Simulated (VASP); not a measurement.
Here is a VASP 6.6.1 calculation.

The input INCAR:

```
PREC     = Accurate       # precision mode
ENCUT    = 520            # plane-wave cutoff, eV
EDIFF    = 1E-6           # SCF threshold, eV
ISMEAR   = -1             # smearing method
SIGMA    = 0.05           # smearing width, eV
LREAL    = F              # projectors in reciprocal space
LASPH    = T              # aspherical terms in the spheres
NELM     = 100            # most SCF steps
ALGO     = Normal         # electronic algorithm
ISIF     = 2              # what is computed and relaxed
LWAVE    = F              # write WAVECAR
LCHARG   = T              # write CHGCAR
GGA      = PE             # functional
LELF     = T              # ELF
LVHAR    = T            
NBANDS   = 20             # bands
```

The input KPOINTS:

```
regular mesh
0
Gamma
  9 9 5
```

The input POSCAR:

```
Tc
1.0
    2.7400000000      0.0000000000      0.0000000000
   -1.3700000000      2.3729096064      0.0000000000
    0.0000000000      0.0000000000      4.4859600000
Tc
2
Direct
    0.6666666667      0.3333333333      0.7500000000
    0.3333333333      0.6666666667      0.2500000000
```

Potentials or basis: VASP PAW PBE potentials, release 64 (Tc_pv).

Command:

```sh
$ cat potpaw_PBE.64/Tc_pv/POTCAR > POTCAR
$ mpirun -np 1 vasp_std > vasp.out
```

Question: Predict the pressure.

Answer: -3.3 GPa.

Question: What does it give for the band gap on the k mesh?

Answer: Zero (band 13 reaches 13.24 eV, above the bottom of band 14 at 10.92 eV).

Stress tensor (GPa, compression positive):
```
-0.30  0.00  0.00
 0.00 -0.30  0.00
 0.00  0.00 -9.37
```
